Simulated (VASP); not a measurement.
A run of VASP 6.6.1:

The input INCAR:

```
PREC = Accurate ; ENCUT = 520
EDIFF = 1E-6 ; ISMEAR = 0
SIGMA = 0.15 ; LREAL = F
LASPH = T ; NELM = 60
ALGO = Normal ; ISIF = 2
LWAVE = F ; LCHARG = T
GGA = PS ; LELF = T
LVHAR = T ; NBANDS = 15
```

File KPOINTS:

```
Automatic mesh
0
Gamma
  18 18 16
```

POSCAR

```
TaN
1.0
    2.9606000000      0.0000000000      0.0000000000
   -1.4803000000      2.5639548105      0.0000000000
    0.0000000000      0.0000000000      2.7990000000
Ta N
1 1
Direct
    0.3333333333      0.6666666667      0.5000000000
    0.0000000000      0.0000000000      0.0000000000
```

Potentials or basis: VASP PAW PBE potentials, release 64 (Ta_pv, N).

The run is started by

```sh
$ cat potpaw_PBE.64/Ta_pv/POTCAR potpaw_PBE.64/N/POTCAR > POTCAR
$ mpirun -np 1 vasp_std > vasp.out
```

Hardware: 1 thread of Intel(R) Xeon(R) 6975P-C (Granite Rapids), on a shared host.

Problem. How long does it take, and how much memory?

Solution. Wall time 30 s on 1 thread of Intel(R) Xeon(R) 6975P-C (Granite Rapids), on a shared host, peak memory 0.23 GiB. Counts: scf iterations 13, k points 333.
